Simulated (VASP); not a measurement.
# CuAu (P4/mmm) in VASP: further runs

The runs below take CuAu through electric field gradients, with PBEsol.

All numbers are computed with VASP 6.6.1; they aren't measurements. Logs are shortened: lines on timing, memory, paths and dates and some standing lists are left out, and cuts for length are marked.

### 1 The cell of the first run

Symmetry: P4/mmm, No. 123, tetragonal system. The conventional cell has a = 2.851 Å, b = 2.851 Å, c = 3.582 Å, α = 90.00°, β = 90.00°, γ = 90.00°. Cu (site symmetry 4/mmm) has 8 Au at 2.70 Å and 6 Cu at 2.85 to 3.58 Å within 3.6 Å. Au (site symmetry 4/mmm) has 8 Cu at 2.70 Å and 6 Au at 2.85 to 3.58 Å within 3.6 Å.

### 2 Electric field gradients, PBEsol

Contents of INCAR:

```
SYSTEM = CuAu
  ALGO = Normal
  EDIFF = 1E-8
  ENCUT = 520
  GGA = PS
  ISIF = 2
  ISMEAR = -1
  LASPH = .True.
  LCHARG = .False.
  LEFG = .True.
  LREAL = .False.
  LWAVE = .False.
  NBANDS = 18
  NELM = 80
  PREC = Accurate
  SIGMA = 0.05
```

Contents of KPOINTS:

```
k-points
0
Gamma
  11 11 8
  0 0 0
```

Contents of POSCAR:

```
CuAu
1.0
    2.8507024026      0.0000000000      0.0000000000
    0.0000000000      2.8507024026      0.0000000000
    0.0000000000      0.0000000000      3.5816088600
Cu Au
1 1
Direct
    0.5000000000      0.5000000000      0.5000000000
    0.0000000000      0.0000000000      0.0000000000
```

Potentials or basis: VASP PAW PBE potentials, release 64 (Cu, Au).

Command:

```
$ cat potpaw_PBE.64/Cu/POTCAR potpaw_PBE.64/Au/POTCAR > POTCAR
$ mpirun -np 1 vasp_std > vasp.out
```

OUTCAR:

```text
SYSTEM = CuAu
   EDIFF = 1E-8
   ENCUT = 520
   GGA = PS
   ISIF = 2
   ISMEAR = -1
   LASPH = .True.
   LREAL = .False.
   NELM = 80
   PREC = Accurate

 ion  position               nearest neighbor table
   1  0.500  0.500  0.500-   2 2.70   2 2.70   2 2.70   2 2.70   2 2.70   2 2.70   2 2.70   2 2.70

   2  0.000  0.000  0.000-   1 2.70   1 2.70   1 2.70   1 2.70   1 2.70   1 2.70   1 2.70   1 2.70

  LATTYP: Found a simple tetragonal cell.
 ALAT       =     2.8507024026
 C/A-ratio  =     1.2563952157

  Lattice vectors:

 A1 = (   2.8507024026,   0.0000000000,   0.0000000000)
 A2 = (   0.0000000000,   2.8507024026,   0.0000000000)
 A3 = (   0.0000000000,   0.0000000000,   3.5816088600)

Analysis of symmetry for initial positions (statically):
=====================================================================
 Subroutine PRICEL returns:
 Original cell was already a primitive cell.

 Routine SETGRP: Setting up the symmetry group for a
 simple tetragonal supercell.

 Subroutine GETGRP returns: Found 16 space group operations
 (whereof 16 operations were pure point group operations)
 out of a pool of 16 trial point group operations.

The static configuration has the point symmetry D_4h.

Analysis of symmetry for dynamics (positions and initial velocities):
=====================================================================
 Subroutine PRICEL returns:
 Original cell was already a primitive cell.

 Routine SETGRP: Setting up the symmetry group for a
 simple tetragonal supercell.

 Subroutine GETGRP returns: Found 16 space group operations
 (whereof 16 operations were pure point group operations)
 out of a pool of 16 trial point group operations.

The dynamic configuration has the point symmetry D_4h.

 Subroutine INISYM returns: Found 16 space group operations
 (whereof 16 operations are pure point group operations),
 and found     1 'primitive' translations

----------------------------------------------------------------------------------------

                                     Primitive cell

  volume of cell :      29.1060

  direct lattice vectors                    reciprocal lattice vectors
     2.850702403  0.000000000  0.000000000     0.350790738  0.000000000  0.000000000
     0.000000000  2.850702403  0.000000000     0.000000000  0.350790738  0.000000000
     0.000000000  0.000000000  3.581608860     0.000000000  0.000000000  0.279204134

  length of vectors
     2.850702403  2.850702403  3.581608860     0.350790738  0.350790738  0.279204134

  position of ions in fractional coordinates (direct lattice)
     0.500000000  0.500000000  0.500000000
     0.000000000  0.000000000  0.000000000

  ion indices of the primitive-cell ions
   primitive index   ion index
                 1           1
                 2           2

----------------------------------------------------------------------------------------

 KPOINTS: k-points

Automatic generation of k-mesh.
 Grid dimensions read from file:
 generate k-points for:   11   11    8

 Generating k-lattice:

  Cartesian coordinates                     Fractional coordinates (reciprocal lattice)
     0.031890067  0.000000000  0.000000000     0.090909091  0.000000000  0.000000000
     0.000000000  0.031890067  0.000000000     0.000000000  0.090909091  0.000000000
     0.000000000  0.000000000  0.034900517     0.000000000  0.000000000  0.125000000

  Length of vectors
     0.031890067  0.031890067  0.034900517

  Shift w.r.t. Gamma in fractional coordinates (k-lattice)
     0.000000000  0.000000000  0.000000000

 Subroutine IBZKPT returns following result:
 ===========================================

 Found    105 irreducible k-points:

 Following reciprocal coordinates:
            Coordinates               Weight
  0.000000  0.000000  0.000000      1.000000
  0.090909  0.000000  0.000000      4.000000
  0.181818  0.000000  0.000000      4.000000
  0.272727  0.000000  0.000000      4.000000
  0.363636  0.000000  0.000000      4.000000
  0.454545  0.000000  0.000000      4.000000
[... 16 lines left out ...]
  0.090909  0.000000  0.125000      8.000000
  0.181818  0.000000  0.125000      8.000000
 [... further k-points ...]
   k-points           NKPTS =    105   k-points in BZ     NKDIM =    105   number of bands    NBANDS=     18
   number of dos      NEDOS =    301   number of ions     NIONS =      2
   total plane-waves  NPLWV =  16128
   dimension x,y,z NGX =    24 NGY =   24 NGZ =   28
   dimension x,y,z NGXF=    48 NGYF=   48 NGZF=   56
   ions per type =               1   1
   NGX,Y,Z   is equivalent  to a cutoff of  14.00, 14.00, 13.00 a.u.
   NGXF,Y,Z  is equivalent  to a cutoff of  27.99, 27.99, 25.99 a.u.
 SYSTEM =  CuAu
   PREC   = accura    normal or accurate (medium, high low for compatibility)
   ISTART =      0    job   : 0-new  1-cont  2-samecut
   ICHARG =      2    charge: 1-file 2-atom 10-const
   ISPIN  =      1    spin polarized calculation?
   LNONCOLLINEAR =      F non collinear calculations
   LSORBIT =      F    spin-orbit coupling
   LASPH  =      T    aspherical Exc in radial PAW
   ENCUT  =  520.0 eV  38.22 Ry    6.18 a.u.   5.30  5.30  6.66*2*pi/ulx,y,z
   NELM   =     80;   NELMIN=  2; NELMDL= -5     # of ELM steps
   EDIFF  = 0.1E-07   stopping-criterion for ELM
   LREAL  =      F    real-space projection
   EDIFFG = 0.1E-06   stopping-criterion for IOM
   NSW    =      0    number of steps for IOM
   IBRION =     -1    ionic relax: 0-MD 1-quasi-New 2-CG
   NFREE  =      0    steps in history (QN), initial steepest desc. (CG)
   ISIF   =      2    stress and relaxation
   ISYM   =      2    0-nonsym 1-usesym 2-fastsym
   POTIM  = 0.5000    time-step for ionic-motion
   TEBEG  =    0.0;   TEEND  =   0.0 temperature during run
   PSTRESS=    0.0 pullay stress
   NELECT =      22.0000    total number of electrons
   NUPDOWN=      -1.0000    fix difference up-down
   EMIN   =  10.00;   EMAX   =-10.00  energy-range for DOS
   EFERMI =   0.00;   METHOD = LEGACY
   ISMEAR =    -1;   SIGMA  =   0.05  broadening in eV -4-tet -1-fermi 0-gaus
   EFERMI_NEDOS =   21; number of points for ismear=-14 and -15
   IALGO  =     38    algorithm
   IMIX   =      4    mixing-type and parameters
     AMIX     =   0.40;   BMIX     =  1.00
     AMIX_MAG =   1.60;   BMIX_MAG =  1.00
  volume/ion in A,a.u.               =      14.55        98.21
  Fermi-wavevector in a.u.,A,eV,Ry     =   1.491266  2.818084 30.257642  2.223874
  Thomas-Fermi vector in A             =   2.603943
   LORBIT       =      0    0 simple, 1 ext, 2 COOP (PROOUT), +10 PAW based schemes
   GGA     = PS    functional components
   LHFCALC =     F    Hartree Fock is set to
   AEXX    =    0.0000 exact exchange contribution
   IVDW    =     0    specifies the selected vdW correction
   LEPSILON=     F    determine dielectric tensor
   LRPA    =     F    only Hartree local field effects (RPA)
 non-spin polarized calculation
  energy-cutoff  :      520.00
  volume of cell :       29.11
 maximum number of plane-waves:       802
 NGX is ok and might be reduce to    24
   NGX = 11   NGY = 11   NGZ = 13

 number of electron      21.9999980 magnetization

 Free energy of the ion-electron system (eV)
  ---------------------------------------------------
  ext. energy  EPLUGINS =         0.00000000
  ---------------------------------------------------
  free energy    TOTEN  =        -8.34514121 eV

  energy without entropy =       -8.33906800  energy(sigma->0) =       -8.34210461

 E-fermi :   8.5581     XC(G=0): -12.8382

 val. band max:        8.5124395903   @ k =   0.4545   0.0000   0.0000
 cond. band min:       8.5609450957   @ k =   0.4545   0.0000   0.1250
 fundamental gap:      0.0485055054
 Fermi energy:         8.5581020068

 k-point     1 :       0.0000    0.0000    0.0000
  band No.  band energies     occupation
      1      -1.2692      2.00000
      2       2.0152      2.00000
      3       2.1501      2.00000
      4       4.4375      2.00000
      5       4.4375      2.00000
      6       5.3925      2.00000
[... 10 lines left out ...]
     17      24.8831      0.00000
     18      26.0991      0.00000
[... 463 lines left out ...]
 k-point    24 :       0.1818    0.0000    0.1250
  band No.  band energies     occupation
      1      -0.3603      2.00000
      2       2.3291      2.00000
      3       2.6879      2.00000
      4       4.0559      2.00000
      5       4.5738      2.00000
      6       5.1677      2.00000
[... 10 lines left out ...]
     17      25.7179      0.00000
     18      26.9211      0.00000

 [... further k-points ...]

------------------------ aborting loop because EDIFF is reached ----------------------------------------

  FORCE on cell =-STRESS in cart. coord.  units (eV):
  Direction    XX          YY          ZZ          XY          YZ          ZX
  --------------------------------------------------------------------------------------
  -------------------------------------------------------------------------------------
  Total       -0.7991449     -0.7991449     -0.5507511      0.0000000      0.0000000      0.0000000
  in kB      -43.9900235    -43.9900235    -30.3168468      0.0000000      0.0000000      0.0000000
  external PRESSURE =     -39.4322979 kB  Pullay stress =       0.0000000 kB

 VOLUME and BASIS-vectors are now :
 -----------------------------------------------------------------------------
  energy-cutoff  :      520.00
  volume of cell :       29.11
      direct lattice vectors                 reciprocal lattice vectors
     2.850702403  0.000000000  0.000000000     0.350790738  0.000000000  0.000000000
     0.000000000  2.850702403  0.000000000     0.000000000  0.350790738  0.000000000
     0.000000000  0.000000000  3.581608860     0.000000000  0.000000000  0.279204134

 POSITION                                       TOTAL-FORCE (eV/Angst)
 -----------------------------------------------------------------------------------
      1.42535      1.42535      1.79080         0.000000      0.000000      0.000000
      0.00000      0.00000      0.00000         0.000000      0.000000      0.000000
 -----------------------------------------------------------------------------------
    total drift:                                0.000000      0.000000     -0.000000

  FREE ENERGIE OF THE ION-ELECTRON SYSTEM (eV)
  ---------------------------------------------------
  free  energy   TOTEN  =        -8.3451412136 eV

  energy  without entropy=       -8.3390679971  energy(sigma->0) =       -8.34210461

 Electric field gradients (V/A^2)
---------------------------------------------------------------------
 ion       V_xx      V_yy      V_zz      V_xy      V_xz      V_yz
---------------------------------------------------------------------
   1       5.652     5.652   -11.304     0.000    -0.000    -0.000
   2     -35.475   -35.475    70.950     0.000     0.000     0.000
---------------------------------------------------------------------

 Electric field gradients after diagonalization (V/A^2)
 (convention: |V_zz| > |V_xx| > |V_yy|)
----------------------------------------------------------------------
 ion       V_xx      V_yy      V_zz     asymmetry (V_yy - V_xx)/ V_zz
----------------------------------------------------------------------
   1       5.652     5.652   -11.304       0.000
   2     -35.475   -35.475    70.950       0.000
----------------------------------------------------------------------

           NMR quadrupolar parameters

 Cq : quadrupolar parameter    Cq=e*Q*V_zz/h
 eta: asymmetry parameters     (V_yy - V_xx)/ V_zz
 Q  : nuclear electric quadrupole moment in mb (millibarn)
----------------------------------------------------------------------
 ion       Cq(MHz)       eta       Q (mb)
----------------------------------------------------------------------
   1      -0.027       0.000       1.000
   2       0.172       0.000       1.000
----------------------------------------------------------------------
```

Wall time 19 s (1 thread of Intel Xeon 6975P-C (Granite Rapids), shared host); peak memory 0.18 GiB.

What came out:

```
Free energy                             : -8.3451 eV
Pressure                                : -3.9 GPa
Band gap on the k mesh                  : zero (bands 11 and 12 overlap by 6.12 eV)
Largest electric field gradient by atom : Cu -11.3; Au +71.0 V/Å²
```

Levels at points of the mesh, in eV from the Fermi level:
```csv
k point,band 9,band 10,band 11,band 12,band 13,band 14
"(0.00, 0.00, 0.00)",-1.70,-1.48,-1.48,2.66,8.77,9.43
"(0.00, 0.00, 0.50)",-2.39,-2.39,-2.26,-2.04,14.01,14.26
```

Electric field gradients, principal values (V/Å²):
```
atom    least   middle  greatest (by size)
1 Cu    5.652    5.652             -11.304
2 Au  -35.475  -35.475              70.950
```

Caveat: the cell stands under tension; without QUAD_EFG the Cq values of the log hold for a quadrupole moment of 1 mb, not for the nuclei; the PAW data sets were made with another functional, which shifts forces and pressure a little; spin-orbit coupling is left out, which moves the levels of the heavy elements.

(Part 1 of 2 ends here.)
